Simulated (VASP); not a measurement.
# RbCl (rocksalt type) (Fm-3m) in VASP: a series of runs, part 2 of 2

VASP 6.6.1. Earlier steps stand in the parts before.

### Step 4. Electric field gradients, r2SCAN

Input file POSCAR:

```
RbCl
1.0
    0.0000000000      3.3489618109      3.3489618109
    3.3489618109      0.0000000000      3.3489618109
    3.3489618109      3.3489618109      0.0000000000
Rb Cl
1 1
Direct
    0.0000000000      0.0000000000      0.0000000000
    0.5000000000      0.5000000000      0.5000000000
```

Input file INCAR.step1:

```
PREC = Accurate
ENCUT = 440
ISMEAR = -1
SIGMA = 0.05
LREAL = False
LASPH = True
NELM = 120
NBANDS = 15
GGA = PE
ALGO = Normal
EDIFF = 1E-5
LWAVE = True
LCHARG = False
GGA_COMPAT = False
```

Input file INCAR.step2:

```
PREC = Accurate
ENCUT = 440
EDIFF = 1E-8
ISMEAR = -1
SIGMA = 0.05
LREAL = False
LASPH = True
NELM = 120
ALGO = Normal
ISIF = 2
LWAVE = False
LCHARG = False
METAGGA = R2SCAN
LMIXTAU = True
LEFG = True
NBANDS = 15
ISTART = 1
GGA_COMPAT = False
```

Input file KPOINTS:

```
Automatic mesh
0
Gamma
  10 10 10
```

Potentials or basis: VASP PAW PBE potentials, release 64 (Rb_sv, Cl).

Launch:

```
$ cat potpaw_PBE.64/Rb_sv/POTCAR potpaw_PBE.64/Cl/POTCAR > POTCAR
$ cp INCAR.step1 INCAR
$ mpirun -np 1 vasp_std > vasp.out
$ cp INCAR.step2 INCAR
$ mpirun -np 1 vasp_std > vasp.out
```

OUTCAR:

```text
PREC = Accurate
   ENCUT = 440
   EDIFF = 1E-8
   ISMEAR = -1
   LREAL = False
   LASPH = True
   NELM = 120
   ISIF = 2
   METAGGA = R2SCAN
   ISTART = 1

 ion  position               nearest neighbor table
   1  0.000  0.000  0.000-   2 3.35   2 3.35   2 3.35   2 3.35   2 3.35   2 3.35
   2  0.500  0.500  0.500-   1 3.35   1 3.35   1 3.35   1 3.35   1 3.35   1 3.35

  LATTYP: Found a face centered cubic cell.
 ALAT       =     6.6979236218

  Lattice vectors:

 A1 = (   0.0000000000,   3.3489618109,   3.3489618109)
 A2 = (   3.3489618109,   0.0000000000,   3.3489618109)
 A3 = (   3.3489618109,   3.3489618109,   0.0000000000)

Analysis of symmetry for initial positions (statically):
=====================================================================
 Subroutine PRICEL returns:
 Original cell was already a primitive cell.

 Routine SETGRP: Setting up the symmetry group for a
 face centered cubic supercell.

 Subroutine GETGRP returns: Found 48 space group operations
[... 620 lines left out ...]
     0.000000000  3.348961811  3.348961811    -0.149300000  0.149300000  0.149300000
     3.348961811  0.000000000  3.348961811     0.149300000 -0.149300000  0.149300000
     3.348961811  3.348961811  0.000000000     0.149300000  0.149300000 -0.149300000

 POSITION                                       TOTAL-FORCE (eV/Angst)
 -----------------------------------------------------------------------------------
      0.00000      0.00000      0.00000         0.000000     -0.000000      0.000000
      3.34896      3.34896      3.34896        -0.000000      0.000000     -0.000000
 -----------------------------------------------------------------------------------
    total drift:                                0.000000     -0.000000     -0.000000

  FREE ENERGIE OF THE ION-ELECTRON SYSTEM (eV)
  ---------------------------------------------------
  free  energy   TOTEN  =       -24.3795366898 eV

  energy  without entropy=      -24.3795366897  energy(sigma->0) =      -24.37953669

 Electric field gradients (V/A^2)
---------------------------------------------------------------------
 ion       V_xx      V_yy      V_zz      V_xy      V_xz      V_yz
---------------------------------------------------------------------
   1      -0.000     0.000     0.000    -0.000    -0.000    -0.000
   2       0.000     0.000    -0.000    -0.001    -0.001    -0.001
---------------------------------------------------------------------

 Electric field gradients after diagonalization (V/A^2)
 (convention: |V_zz| > |V_xx| > |V_yy|)
----------------------------------------------------------------------
 ion       V_xx      V_yy      V_zz     asymmetry (V_yy - V_xx)/ V_zz
----------------------------------------------------------------------
   1       0.000     0.000    -0.000       0.000
   2       0.001     0.001    -0.002       0.000
----------------------------------------------------------------------

           NMR quadrupolar parameters

 Cq : quadrupolar parameter    Cq=e*Q*V_zz/h
 eta: asymmetry parameters     (V_yy - V_xx)/ V_zz
 Q  : nuclear electric quadrupole moment in mb (millibarn)
----------------------------------------------------------------------
 ion       Cq(MHz)       eta       Q (mb)
----------------------------------------------------------------------
   1      -0.000       0.000       1.000
   2      -0.000       0.000       1.000
----------------------------------------------------------------------
```

OUTCAR.step1:

```text
PREC = Accurate
   ENCUT = 440
   ISMEAR = -1
   LREAL = False
   LASPH = True
[... 652 lines left out ...]
      0.00000      0.00000      0.00000         0.000000      0.000000      0.000000
      3.34896      3.34896      3.34896        -0.000000     -0.000000     -0.000000
 -----------------------------------------------------------------------------------
    total drift:                                0.000000     -0.000000     -0.000000

  FREE ENERGIE OF THE ION-ELECTRON SYSTEM (eV)
  ---------------------------------------------------
  free  energy   TOTEN  =        -6.6756576713 eV

  energy  without entropy=       -6.6756576713  energy(sigma->0) =       -6.67565767
```

It took 62 s on 1 thread of Intel Xeon 6975P-C (Granite Rapids), shared host; peak memory 0.2 GiB.

Results:

```
Free energy                             : -24.3795 eV
Pressure                                : -0.6 GPa
Band gap on the k mesh                  : 5.44 eV
Largest electric field gradient by atom : zero within the noise of the run
```

Caveat: the PAW data sets were made with another functional, which shifts forces and pressure a little. A k mesh can miss the band edges.

### Step 5. Overview

| level | potentials or basis | cutoff (eV) | gap on the mesh (eV) | pressure (GPa) |
| --- | --- | --- | --- | --- |
| LDA | VASP PAW LDA potentials, release 64 (Rb_sv, Cl) | 400 | 4.40 | -2.2 |
| PBEsol | VASP PAW PBE potentials, release 64 (Rb_sv, Cl) | 400 | 4.70 | -1.0 |
| r2SCAN | VASP PAW PBE potentials, release 64 (Rb_sv, Cl) | 440 | 5.44 | -0.6 |

Alike in all rows: task electric field gradients; no spin polarisation; cell as given; k mesh 10 × 10 × 10; smearing fermi-dirac 0.05 eV.

Caveats: the PAW data sets were made with another functional, which shifts forces and pressure a little (at least some runs).

Total energies depend on the potentials used, so only differences within one code and one set of settings carry meaning.
